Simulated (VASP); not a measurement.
# ZnO (P6_3/mmc) in VASP: a series of runs, part 2 of 2

VASP 6.6.1. Earlier steps stand in the parts before.

## Step 3: Single point, PBE+D3(BJ) (strain +0.015 along x and y, +0.015 along z)

File INCAR:

```
PREC = Accurate ; ENCUT = 520
EDIFF = 1E-7 ; ISMEAR = 0
SIGMA = 0.05 ; LREAL = F
LASPH = T ; NELM = 100
ALGO = Normal ; ISIF = 2
LWAVE = F ; LCHARG = F
GGA = PE ; IVDW = 12
NBANDS = 26
```

File KPOINTS:

```
Automatic mesh
0
Gamma
  9 9 4
```

File POSCAR:

```
ZnO
1.0
    3.3372866661      0.0000000000      0.0000000000
   -1.6686433330      2.8901750325      0.0000000000
    0.0000000000      0.0000000000      7.2373979702
Zn O
2 2
Direct
    0.0000000000      0.0000000000      0.7500000000
    0.0000000000      0.0000000000      0.2500000000
    0.3333333333      0.6666666667      0.2500000000
    0.6666666667      0.3333333333      0.7500000000
```

Potentials or basis: VASP PAW PBE potentials, release 64 (Zn, O).

The run is started by

```bash
$ cat potpaw_PBE.64/Zn/POTCAR potpaw_PBE.64/O/POTCAR > POTCAR
$ mpirun -np 1 vasp_std > vasp.out
```

OUTCAR:

```text
PREC = Accurate
   ENCUT = 520
   EDIFF = 1E-7
   ISMEAR = 0
   LREAL = F
   LASPH = T
   NELM = 100
   ISIF = 2
   GGA = PE
   IVDW = 12
 IVDW          = 12

 ion  position               nearest neighbor table
   1  0.000  0.000  0.750-   4 1.93   4 1.93   4 1.93
   2  0.000  0.000  0.250-   3 1.93   3 1.93   3 1.93
   3  0.333  0.667  0.250-   2 1.93   2 1.93   2 1.93
   4  0.667  0.333  0.750-   1 1.93   1 1.93   1 1.93

  LATTYP: Found a hexagonal cell.
 ALAT       =     3.3372866661
[... 895 lines left out ...]

 Edisp (eV)   -0.59326

 E8    (eV) :    -0.2228

  FORCE on cell =-STRESS in cart. coord.  units (eV):
  Direction    XX          YY          ZZ          XY          YZ          ZX
  --------------------------------------------------------------------------------------
  -------------------------------------------------------------------------------------
  Total      -2.98328    -2.98328    -0.68886    -0.00000     0.00000    -0.00000
  in kB     -68.47072   -68.47072   -15.81023    -0.00000     0.00000    -0.00000
  external pressure =      -50.92 kB  Pullay stress =        0.00 kB

 VOLUME and BASIS-vectors are now :
 -----------------------------------------------------------------------------
  energy-cutoff  :      520.00
  volume of cell :       69.81
      direct lattice vectors                 reciprocal lattice vectors
     3.337286666  0.000000000  0.000000000     0.299644622  0.172999903  0.000000000
    -1.668643333  2.890175033  0.000000000     0.000000000  0.345999806  0.000000000
     0.000000000  0.000000000  7.237397970     0.000000000  0.000000000  0.138171205

 POSITION                                       TOTAL-FORCE (eV/Angst)
 -----------------------------------------------------------------------------------
      0.00000      0.00000      5.42805        -0.000000      0.000000     -0.000000
      0.00000      0.00000      1.80935         0.000000     -0.000000      0.000000
     -0.00000      1.92678      1.80935         0.000000      0.000000      0.000000
      1.66864      0.96339      5.42805         0.000000     -0.000000     -0.000000
 -----------------------------------------------------------------------------------
    total drift:                                0.000000     -0.000000      0.000000

  FREE ENERGIE OF THE ION-ELECTRON SYSTEM (eV)
  ---------------------------------------------------
  free  energy   TOTEN  =       -17.5272458299 eV

  energy  without entropy=      -17.5272458299  energy(sigma->0) =      -17.52724583
```

OSZICAR:

```text
N       E                     dE             d eps       ncg     rms          rms(c)
DAV:   1     0.296162034389E+03    0.29616E+03   -0.18051E+04  1872   0.175E+03
DAV:   2     0.161498850883E+02   -0.28001E+03   -0.26059E+03  1998   0.381E+02
DAV:   3    -0.202325517215E+02   -0.36382E+02   -0.35970E+02  2096   0.141E+02
DAV:   4    -0.210372919522E+02   -0.80474E+00   -0.80325E+00  2068   0.223E+01
DAV:   5    -0.210422202027E+02   -0.49283E-02   -0.49279E-02  2114   0.171E+00    0.150E+01
DAV:   6    -0.168150199733E+02    0.42272E+01   -0.10966E+01  3218   0.742E+01    0.852E+00
DAV:   7    -0.169919566953E+02   -0.17694E+00   -0.33604E+00  1958   0.177E+01    0.520E+00
DAV:   8    -0.170009653976E+02   -0.90087E-02   -0.87616E-01  2262   0.718E+00    0.194E+00
DAV:   9    -0.169302266146E+02    0.70739E-01   -0.18584E-01  2646   0.624E+00    0.375E-01
DAV:  10    -0.169333825996E+02   -0.31560E-02   -0.42212E-02  1936   0.161E+00    0.119E-01
DAV:  11    -0.169339772033E+02   -0.59460E-03   -0.12014E-03  1998   0.681E-01    0.935E-02
DAV:  12    -0.169339725321E+02    0.46712E-05   -0.55867E-04  2576   0.507E-01    0.165E-02
DAV:  13    -0.169339882195E+02   -0.15687E-04   -0.97509E-05  2464   0.130E-01    0.226E-02
DAV:  14    -0.169339831869E+02    0.50326E-05   -0.27226E-05  2190   0.509E-02    0.499E-03
DAV:  15    -0.169339831673E+02    0.19600E-07   -0.52731E-06  2036   0.204E-02    0.197E-03
DAV:  16    -0.169339829949E+02    0.17240E-06   -0.17889E-07  1520   0.463E-03    0.146E-03
DAV:  17    -0.169339829387E+02    0.56205E-07   -0.69122E-08  1048   0.480E-03
   1 F= -.17527246E+02 E0= -.17527246E+02  d E =-.146875E-11
```

stdout:

```text
POSCAR found type information on POSCAR ZnO
 POSCAR found :  2 types and       4 ions
 scaLAPACK will be used
 LDA part: xc-table for (Slater+PW92), standard interpolation
 POSCAR, INCAR and KPOINTS ok, starting setup
 FFT: planning ... GRIDC
 FFT: planning ... GRID_SOFT
 FFT: planning ... GRID
 WAVECAR not read
 entering main loop
```

It took 2.4 min on 1 thread of Intel Xeon 8259CL, shared host; peak memory 0.23 GiB.

What came out:

| Item | Value |
| --- | --- |
| Free energy | -17.5272 eV |
| Pressure | -5.1 GPa |
| Band gap on the k mesh | 0.82 eV |
| Dispersion energy per atom | -0.148 eV |

Stress tensor (GPa, compression positive):
```
-6.85  0.00  0.00
 0.00 -6.85  0.00
 0.00  0.00 -1.58
```

Levels at points of the mesh, in eV from the valence-band top:
```tsv
k point	band 15	band 16	band 17	band 18	band 19	band 20	band 21	band 22
(0.00, 0.00, 0.00)	-0.01	-0.01	0.00	0.00	0.82	3.19	5.19	10.72
(0.00, 0.00, 0.50)	0.00	0.00	0.00	0.00	1.88	1.88	7.17	7.17
```

Caveat: the cell differs from its parent crystal (strain +0.015 along x and y, +0.015 along z); the cell stands under tension; an odd mesh through Γ misses points on the zone boundary, where band edges can lie.

## Step 4: Single point, PBE+D3(BJ) (strain +0.030 along x and y, +0.000 along z)

File INCAR:

```
SYSTEM = ZnO
PREC = Accurate
ENCUT = 520
EDIFF = 1E-7
ISMEAR = 0
SIGMA = 0.05
LREAL = .FALSE.
LASPH = .TRUE.
NELM = 100
ALGO = Normal
ISIF = 2
LWAVE = .FALSE.
LCHARG = .FALSE.
GGA = PE
IVDW = 12
NBANDS = 26
```

File KPOINTS:

```
Automatic mesh
0
G
  9 9 4
  0 0 0
```

File POSCAR:

```
ZnO
1.0
    3.3866061734      0.0000000000      0.0000000000
   -1.6933030867      2.9328869788      0.0000000000
    0.0000000000      0.0000000000      7.1304413500
Zn O
2 2
Direct
    0.0000000000      0.0000000000      0.7500000000
    0.0000000000      0.0000000000      0.2500000000
    0.3333333333      0.6666666667      0.2500000000
    0.6666666667      0.3333333333      0.7500000000
```

The run is started by

```bash
$ cat potpaw_PBE.64/Zn/POTCAR potpaw_PBE.64/O/POTCAR > POTCAR
$ mpirun -np 1 vasp_std > vasp.out
```

It took 2.3 min on 1 thread of Intel Xeon 8259CL, shared host; peak memory 0.23 GiB.

It converged, with:

* Free energy: -17.4193 eV
* Pressure: -8.1 GPa
* Band gap on the k mesh: 0.76 eV
* Dispersion energy per atom: -0.147 eV

Stress tensor (GPa, compression positive):
```
-11.46   0.00   0.00
  0.00 -11.46   0.00
  0.00   0.00  -1.51
```

Levels at points of the mesh, in eV from the valence-band top:
| k point | band 14 | band 15 | band 16 | band 17 | band 18 | band 19 | band 20 | band 21 | band 22 | band 23 |
| --- | --- | --- | --- | --- | --- | --- | --- | --- | --- | --- |
| (0.00, 0.00, 0.00) | -1.21 | -0.01 | -0.01 | 0.00 | 0.00 | 0.76 | 3.17 | 5.27 | 10.95 | 11.23 |
| (0.00, 0.00, 0.50) | -2.02 | 0.00 | 0.00 | 0.00 | 0.00 | 1.87 | 1.87 | 7.29 | 7.29 | 12.67 |

Caveat: the cell differs from its parent crystal (strain +0.030 along x and y, +0.000 along z); the cell stands under tension; an odd mesh through Γ misses points on the zone boundary, where band edges can lie.

## Step 5: The runs side by side

```csv
cell,gap on the mesh (eV),pressure (GPa)
"a = 3.387, b = 3.387, c = 7.023 Å, angles 90.0, 90.0, 120.0°, 4 atoms",0.74,-8.2
"a = 3.337, b = 3.337, c = 7.237 Å, angles 90.0, 90.0, 120.0°, 4 atoms",0.82,-5.1
"a = 3.387, b = 3.387, c = 7.130 Å, angles 90.0, 90.0, 120.0°, 4 atoms",0.76,-8.1
```

Alike in all rows: task single point; level PBE+D3(BJ); potentials or basis VASP PAW PBE potentials, release 64 (Zn, O); no spin polarisation; k mesh 9 × 9 × 4; cutoff (eV) 520; smearing gaussian 0.05 eV.

Caveats: the cell stands under tension; an odd mesh through Γ misses points on the zone boundary, where band edges can lie.

Absolute energies hang on the potentials; compare differences alone.
